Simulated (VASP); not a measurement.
# Zn (Im-3m) in VASP: a series of runs, part 2 of 2

VASP 6.6.1. The steps go on from the part before.

### 4 Single point, LDA

This run uses another cell than the first one, of 11.85 Å³/atom, 1.089 times its volume.

Input file INCAR:

```
PREC = Accurate ; ENCUT = 520
EDIFF = 1E-6 ; ISMEAR = 1
SIGMA = 0.1 ; LREAL = False
LASPH = True ; NELM = 100
ALGO = Normal ; ISIF = 2
LWAVE = False ; LCHARG = False
GGA = CA ; NBANDS = 12
```

Input file KPOINTS:

```
Automatic mesh
0
Gamma
  11 11 11
```

Input file POSCAR:

```
Zn
1.0
   -1.4362722468      1.4362722468      1.4362722468
    1.4362722468     -1.4362722468      1.4362722468
    1.4362722468      1.4362722468     -1.4362722468
Zn
1
Direct
    0.0000000000      0.0000000000      0.0000000000
```

Potentials or basis: VASP PAW LDA potentials, release 64 (Zn).

Command:

```sh
cat potpaw_LDA.64/Zn/POTCAR > POTCAR
mpirun -np 1 vasp_std > vasp.out
```

OUTCAR:

```text
PREC = Accurate
   ENCUT = 520
   EDIFF = 1E-6
   ISMEAR = 1
   LREAL = False
   LASPH = True
   NELM = 100
   ISIF = 2
   GGA = CA

 ion  position               nearest neighbor table
   1  0.000  0.000  0.000-

  LATTYP: Found a body centered cubic cell.
 ALAT       =     2.8725444936

  Lattice vectors:

 A1 = (  -1.4362722468,   1.4362722468,   1.4362722468)
 A2 = (   1.4362722468,  -1.4362722468,   1.4362722468)
 A3 = (   1.4362722468,   1.4362722468,  -1.4362722468)

Analysis of symmetry for initial positions (statically):
=====================================================================
 Subroutine PRICEL returns:
 Original cell was already a primitive cell.

 Routine SETGRP: Setting up the symmetry group for a
 body centered cubic supercell.

 Subroutine GETGRP returns: Found 48 space group operations
 (whereof 48 operations were pure point group operations)
 out of a pool of 48 trial point group operations.

The static configuration has the point symmetry O_h .

Analysis of symmetry for dynamics (positions and initial velocities):
=====================================================================
 Subroutine PRICEL returns:
 Original cell was already a primitive cell.

 Routine SETGRP: Setting up the symmetry group for a
 body centered cubic supercell.

 Subroutine GETGRP returns: Found 48 space group operations
 (whereof 48 operations were pure point group operations)
 out of a pool of 48 trial point group operations.

The dynamic configuration has the point symmetry O_h .

 Subroutine INISYM returns: Found 48 space group operations
 (whereof 48 operations are pure point group operations),
 and found     1 'primitive' translations

----------------------------------------------------------------------------------------

                                     Primitive cell

  volume of cell :      11.8514

  direct lattice vectors                    reciprocal lattice vectors
    -1.436272247  1.436272247  1.436272247     0.000000000  0.348123415  0.348123415
     1.436272247 -1.436272247  1.436272247     0.348123415  0.000000000  0.348123415
     1.436272247  1.436272247 -1.436272247     0.348123415  0.348123415  0.000000000

  length of vectors
     2.487696505  2.487696505  2.487696505     0.492320855  0.492320855  0.492320855

  position of ions in fractional coordinates (direct lattice)
     0.000000000  0.000000000  0.000000000

  ion indices of the primitive-cell ions
   primitive index   ion index
                 1           1

----------------------------------------------------------------------------------------

 KPOINTS: Automatic mesh

Automatic generation of k-mesh.
 Grid dimensions read from file:
 generate k-points for:   11   11   11

 Generating k-lattice:

  Cartesian coordinates                     Fractional coordinates (reciprocal lattice)
     0.000000000  0.031647583  0.031647583     0.090909091  0.000000000  0.000000000
     0.031647583  0.000000000  0.031647583     0.000000000  0.090909091  0.000000000
     0.031647583  0.031647583  0.000000000     0.000000000  0.000000000  0.090909091

  Length of vectors
     0.044756441  0.044756441  0.044756441

  Shift w.r.t. Gamma in fractional coordinates (k-lattice)
     0.000000000  0.000000000  0.000000000

 Subroutine IBZKPT returns following result:
 ===========================================

 Found     56 irreducible k-points:

 Following reciprocal coordinates:
            Coordinates               Weight
  0.000000  0.000000  0.000000      1.000000
  0.090909  0.000000  0.000000     12.000000
  0.181818  0.000000  0.000000     12.000000
  0.272727  0.000000  0.000000     12.000000
  0.363636  0.000000  0.000000     12.000000
  0.454545  0.000000  0.000000     12.000000
[... 16 lines left out ...]
  0.272727  0.181818  0.090909     48.000000
  0.363636  0.181818  0.090909     24.000000
 [... further k-points ...]
   k-points           NKPTS =     56   k-points in BZ     NKDIM =     56   number of bands    NBANDS=     12
   number of dos      NEDOS =    301   number of ions     NIONS =      1
   total plane-waves  NPLWV =   8000
   dimension x,y,z NGX =    20 NGY =   20 NGZ =   20
   dimension x,y,z NGXF=    40 NGYF=   40 NGZF=   40
   ions per type =               1
   NGX,Y,Z   is equivalent  to a cutoff of  13.37, 13.37, 13.37 a.u.
   NGXF,Y,Z  is equivalent  to a cutoff of  26.73, 26.73, 26.73 a.u.
 SYSTEM =  unknown system
   PREC   = accura    normal or accurate (medium, high low for compatibility)
   ISTART =      0    job   : 0-new  1-cont  2-samecut
   ICHARG =      2    charge: 1-file 2-atom 10-const
   ISPIN  =      1    spin polarized calculation?
   LNONCOLLINEAR =      F non collinear calculations
   LSORBIT =      F    spin-orbit coupling
   LASPH  =      T    aspherical Exc in radial PAW
   ENCUT  =  520.0 eV  38.22 Ry    6.18 a.u.   4.63  4.63  4.63*2*pi/ulx,y,z
   NELM   =    100;   NELMIN=  2; NELMDL= -5     # of ELM steps
   EDIFF  = 0.1E-05   stopping-criterion for ELM
   LREAL  =      F    real-space projection
   EDIFFG = 0.1E-04   stopping-criterion for IOM
   NSW    =      0    number of steps for IOM
   IBRION =     -1    ionic relax: 0-MD 1-quasi-New 2-CG
   NFREE  =      0    steps in history (QN), initial steepest desc. (CG)
   ISIF   =      2    stress and relaxation
   ISYM   =      2    0-nonsym 1-usesym 2-fastsym
   POTIM  = 0.5000    time-step for ionic-motion
   TEBEG  =    0.0;   TEEND  =   0.0 temperature during run
   PSTRESS=    0.0 pullay stress
   NELECT =      12.0000    total number of electrons
   NUPDOWN=      -1.0000    fix difference up-down
   EMIN   =  10.00;   EMAX   =-10.00  energy-range for DOS
   EFERMI =   0.00;   METHOD = LEGACY
   ISMEAR =     1;   SIGMA  =   0.10  broadening in eV -4-tet -1-fermi 0-gaus
   EFERMI_NEDOS =   21; number of points for ismear=-14 and -15
   IALGO  =     38    algorithm
   IMIX   =      4    mixing-type and parameters
     AMIX     =   0.40;   BMIX     =  1.00
     AMIX_MAG =   1.60;   BMIX_MAG =  1.00
  volume/ion in A,a.u.               =      11.85        79.98
  Fermi-wavevector in a.u.,A,eV,Ry     =   1.643912  3.106543 36.769005  2.702446
  Thomas-Fermi vector in A             =   2.733966
   LORBIT       =      0    0 simple, 1 ext, 2 COOP (PROOUT), +10 PAW based schemes
   GGA     = CA    functional components
   LHFCALC =     F    Hartree Fock is set to
   AEXX    =    0.0000 exact exchange contribution
   IVDW    =     0    specifies the selected vdW correction
   LEPSILON=     F    determine dielectric tensor
   LRPA    =     F    only Hartree local field effects (RPA)
 non-spin polarized calculation
 Methfessel and Paxton  Order N= 1 SIGMA  =   0.10
  energy-cutoff  :      520.00
  volume of cell :       11.85
 maximum number of plane-waves:       331
   NGX =  9   NGY =  9   NGZ =  9

 number of electron      11.9999984 magnetization

 Free energy of the ion-electron system (eV)
  ---------------------------------------------------
  ext. energy  EPLUGINS =         0.00000000
  ---------------------------------------------------
  free energy    TOTEN  =        -1.67834220 eV

  energy without entropy =       -1.67824852  energy(sigma->0) =       -1.67831098

 E-fermi :   5.4769     XC(G=0): -13.2927

 val. band max:        5.4378934557   @ k =   0.3636   0.1818   0.0909
 cond. band min:       5.6146633302   @ k =  -0.4545   0.4545   0.0909
 fundamental gap:      0.1767698745
 Fermi energy:         5.4768956636

 k-point     1 :       0.0000    0.0000    0.0000
  band No.  band energies     occupation
      1      -7.6486      2.00000
      2      -3.6825      2.00000
      3      -3.6825      2.00000
      4      -3.6825      2.00000
      5      -2.8844      2.00000
      6      -2.8844      2.00000
      7      28.2887      0.00000
      8      28.2887      0.00000
      9      28.2887      0.00000
     10      28.6844      0.00000
     11      28.6844      0.00000
     12      28.6844      0.00000
[... 331 lines left out ...]
 k-point    24 :       0.3636    0.1818    0.0909
  band No.  band energies     occupation
      1      -4.3466      2.00000
      2      -4.1214      2.00000
      3      -3.3155      2.00000
      4      -2.8648      2.00000
      5      -2.8002      2.00000
      6       3.6754      2.00000
      7       5.4379      1.60776
      8      11.2018      0.00000
      9      14.4189      0.00000
     10      30.9920      0.00000
     11      34.6617      0.00000
     12      36.3172      0.00000

 [... further k-points ...]

------------------------ aborting loop because EDIFF is reached ----------------------------------------

  FORCE on cell =-STRESS in cart. coord.  units (eV):
  Direction    XX          YY          ZZ          XY          YZ          ZX
  --------------------------------------------------------------------------------------
  -------------------------------------------------------------------------------------
  Total        1.5703028      1.5703028      1.5703028     -0.0000000      0.0000000      0.0000000
  in kB      212.2871402    212.2871402    212.2871402     -0.0000000      0.0000000      0.0000000
  external PRESSURE =     212.2871402 kB  Pullay stress =       0.0000000 kB

 VOLUME and BASIS-vectors are now :
 -----------------------------------------------------------------------------
  energy-cutoff  :      520.00
  volume of cell :       11.85
      direct lattice vectors                 reciprocal lattice vectors
    -1.436272247  1.436272247  1.436272247     0.000000000  0.348123415  0.348123415
     1.436272247 -1.436272247  1.436272247     0.348123415  0.000000000  0.348123415
     1.436272247  1.436272247 -1.436272247     0.348123415  0.348123415  0.000000000

 POSITION                                       TOTAL-FORCE (eV/Angst)
 -----------------------------------------------------------------------------------
      0.00000      0.00000      0.00000        -0.000000      0.000000     -0.000000
 -----------------------------------------------------------------------------------
    total drift:                                0.000000     -0.000000      0.000000

  FREE ENERGIE OF THE ION-ELECTRON SYSTEM (eV)
  ---------------------------------------------------
  free  energy   TOTEN  =        -1.6783422049 eV

  energy  without entropy=       -1.6782485177  energy(sigma->0) =       -1.67831098
```

OSZICAR:

```text
N       E                     dE             d eps       ncg     rms          rms(c)
DAV:   1     0.382975178949E+02    0.38298E+02   -0.67699E+03  1440   0.174E+03
DAV:   2    -0.914436582724E+00   -0.39212E+02   -0.37021E+02  1400   0.215E+02
DAV:   3    -0.187612337898E+01   -0.96169E+00   -0.96074E+00  1564   0.334E+01
DAV:   4    -0.187760848315E+01   -0.14851E-02   -0.14851E-02  1476   0.123E+00
DAV:   5    -0.187760929445E+01   -0.81130E-06   -0.81123E-06  1516   0.286E-02    0.526E+00
DAV:   6    -0.170166828237E+01    0.17594E+00   -0.83731E-01  1476   0.193E+01    0.348E+00
DAV:   7    -0.168517806828E+01    0.16490E-01   -0.15545E-02  1440   0.255E+00    0.175E+00
DAV:   8    -0.167836151371E+01    0.68166E-02   -0.20779E-03  1712   0.677E-01    0.299E-02
DAV:   9    -0.167834166442E+01    0.19849E-04   -0.97710E-05  2060   0.160E-01    0.235E-02
DAV:  10    -0.167834220486E+01   -0.54044E-06   -0.66549E-06  1416   0.429E-02
   1 F= -.16783422E+01 E0= -.16783110E+01  d E =-.936872E-04
```

stdout:

```text
POSCAR found type information on POSCAR Zn
 POSCAR found :  1 types and       1 ions
 scaLAPACK will be used
 LDA part: xc-table for (Slater(with rela. corr.)+CA(PZ))
 , standard interpolation
 POSCAR, INCAR and KPOINTS ok, starting setup
 FFT: planning ... GRIDC
 FFT: planning ... GRID_SOFT
 FFT: planning ... GRID
 WAVECAR not read
 entering main loop
```

Wall time 3.2 s (1 thread of Intel Xeon 6975P-C (Granite Rapids), shared host); peak memory 0.12 GiB.

What came out:

| Quantity | Value |
| --- | --- |
| Free energy | -1.6783 eV |
| Pressure | 21.2 GPa |
| Band gap on the k mesh | zero (band 6 reaches 8.52 eV, above the bottom of band 7 at 4.72 eV) |

Levels at points of the mesh, in eV from the Fermi level:
```csv
k point,band 4,band 5,band 6,band 7,band 8,band 9
"(0.00, 0.00, 0.00)",-9.16,-8.36,-8.36,22.81,22.81,22.81
```
